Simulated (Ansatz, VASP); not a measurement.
Two plane-wave programs on Li2O

The input POSCAR:

```
Li2O
1.0
    2.2864407183      2.2864407183      0.0000000000
   -2.2864407183      2.2864407183      0.0000000000
    0.0000000000      2.2864407183      2.2864407183
Li O
2 1
Direct
    0.2500000000      0.7500000000      0.5000000000
    0.7500000000      0.2500000000      0.5000000000
    0.0000000000      0.0000000000      0.0000000000
```

File INCAR.step1:

```
SYSTEM = Li2O
PREC     = Accurate       ! precision mode
ENCUT    = 830            ! plane-wave cutoff, eV
ISMEAR   = 0              ! smearing method
SIGMA    = 0.01           ! smearing width, eV
LREAL    = .FALSE.        ! projectors in reciprocal space
LASPH    = .TRUE.         ! aspherical terms in the spheres
NELM     = 120            ! most SCF steps
NBANDS   = 13             ! bands
GGA      = PE             ! functional
ALGO     = Normal         ! electronic algorithm
EDIFF    = 1E-5           ! SCF threshold, eV
LWAVE    = .TRUE.         ! write WAVECAR
LCHARG   = .FALSE.        ! write CHGCAR
GGA_COMPAT= .FALSE.
```

Contents of INCAR.step2:

```
SYSTEM = Li2O
PREC     = Accurate       ! precision mode
ENCUT    = 830            ! plane-wave cutoff, eV
EDIFF    = 1E-6           ! SCF threshold, eV
ISMEAR   = 0              ! smearing method
SIGMA    = 0.01           ! smearing width, eV
LREAL    = .FALSE.        ! projectors in reciprocal space
LASPH    = .TRUE.         ! aspherical terms in the spheres
NELM     = 120            ! most SCF steps
ALGO     = Normal         ! electronic algorithm
ISIF     = 2              ! what is computed and relaxed
LWAVE    = .FALSE.        ! write WAVECAR
LCHARG   = .TRUE.         ! write CHGCAR
METAGGA  = R2SCAN         ! meta-GGA
LMIXTAU  = .TRUE.       
LELF     = .TRUE.         ! ELF
LVHAR    = .TRUE.       
NBANDS   = 13             ! bands
ISTART   = 1            
GGA_COMPAT= .FALSE.
```

The input KPOINTS:

```
Automatic mesh
0
G
  8 8 8
  0 0 0
```

Input for Ansatz:

```yaml
crystal:
  lattice:
    - [2.28644071831, 2.28644071831, 0.0]
    - [-2.28644071831, 2.28644071831, 0.0]
    - [0.0, 2.28644071831, 2.28644071831]
  atoms:
    - { symbol: Li, position: [0.25, 0.75, 0.5] }
    - { symbol: Li, position: [0.75, 0.25, 0.5] }
    - { symbol: O, position: [0.0, 0.0, 0.0] }
kpoints:
  mp_grid: { grid: [8, 8, 8] }
scf:
  occupations: { method: fixed }
hamiltonian:
  xc: r2scan
  pseudopotentials: { kind: paw }
output:
  eigenstates:
    kpoints:
      - [0.0, 0.0, -0.5]
      - [0.001819492, -0.001819492, -0.5]
      - [0.003638983, -0.003638983, -0.5]
      - [0.007277967, -0.007277967, -0.5]
      - [0.001819492, 0.001819492, -0.498180508]
      - [0.003638983, 0.003638983, -0.496361017]
      - [0.007277967, 0.007277967, -0.492722033]
      - [0.0, 0.0, -0.498180508]
      - [0.0, 0.0, -0.496361017]
      - [0.0, 0.0, -0.492722033]
      - [0.00257315, 0.0, -0.498713425]
      - [0.0051463, 0.0, -0.49742685]
      - [0.010292599, 0.0, -0.4948537]
      - [0.001286575, -0.001286575, -0.498713425]
      - [0.00257315, -0.00257315, -0.49742685]
      - [0.0051463, -0.0051463, -0.4948537]
      - [0.002100968, 0.0, -0.497899032]
      - [0.004201936, 0.0, -0.495798064]
      - [0.008403872, 0.0, -0.491596128]
      - [0.001485609, 0.0, -0.500742804]
      - [0.002971218, 0.0, -0.501485609]
      - [0.005942435, 0.0, -0.502971218]
      - [0.0, 0.0, 0.0]
      - [0.001819492, -0.001819492, 0.0]
      - [0.003638983, -0.003638983, 0.0]
      - [0.007277967, -0.007277967, 0.0]
      - [0.001819492, 0.001819492, 0.001819492]
      - [0.003638983, 0.003638983, 0.003638983]
      - [0.007277967, 0.007277967, 0.007277967]
      - [0.0, 0.0, 0.001819492]
      - [0.0, 0.0, 0.003638983]
      - [0.0, 0.0, 0.007277967]
      - [0.00257315, 0.0, 0.001286575]
      - [0.0051463, 0.0, 0.00257315]
      - [0.010292599, 0.0, 0.0051463]
      - [0.002100968, 0.0, 0.002100968]
      - [0.004201936, 0.0, 0.004201936]
      - [0.008403872, 0.0, 0.008403872]
      - [0.001485609, 0.0, -0.000742804]
      - [0.002971218, 0.0, -0.001485609]
      - [0.005942435, 0.0, -0.002971218]
      - [0.0, 0.0, 0.0]
      - [0.001819492, -0.001819492, 0.0]
      - [0.003638983, -0.003638983, 0.0]
      - [0.007277967, -0.007277967, 0.0]
      - [0.001819492, 0.001819492, 0.001819492]
      - [0.003638983, 0.003638983, 0.003638983]
      - [0.007277967, 0.007277967, 0.007277967]
      - [0.0, 0.0, 0.001819492]
      - [0.0, 0.0, 0.003638983]
      - [0.0, 0.0, 0.007277967]
      - [0.00257315, 0.0, 0.001286575]
      - [0.0051463, 0.0, 0.00257315]
      - [0.010292599, 0.0, 0.0051463]
      - [0.002100968, 0.0, 0.002100968]
      - [0.004201936, 0.0, 0.004201936]
      - [0.008403872, 0.0, 0.008403872]
      - [0.001485609, 0.0, -0.000742804]
      - [0.002971218, 0.0, -0.001485609]
      - [0.005942435, 0.0, -0.002971218]
    de_dk: true
    e_range: [-3, 8.76698599567]
checkpoint:
  read: ck
```

Alike in both runs: task single point; functional r2SCAN; k mesh 8 × 8 × 8; no spin polarisation.

|  | VASP | Ansatz |
| --- | --- | --- |
| version | VASP 6.6.1 | Ansatz 0.2.0 |
| potentials or method | VASP PAW PBE potentials, release 64 (Li_sv, O) | PAW with Ansatz's default frozen-core files, scalar-relativistic |
| plane-wave cutoff (eV) | 830 | 500 |
| occupations | gaussian, width 0.01 eV | fixed |
| valence electrons in the cell | 12 | 12 |

VASP gave:

* gap on the k mesh at the Fermi level (eV): 5.73

Which values does Ansatz return?

gap on the k mesh at the Fermi level (eV): 5.77.

VASP's potentials were made for PBE, not for r2SCAN.
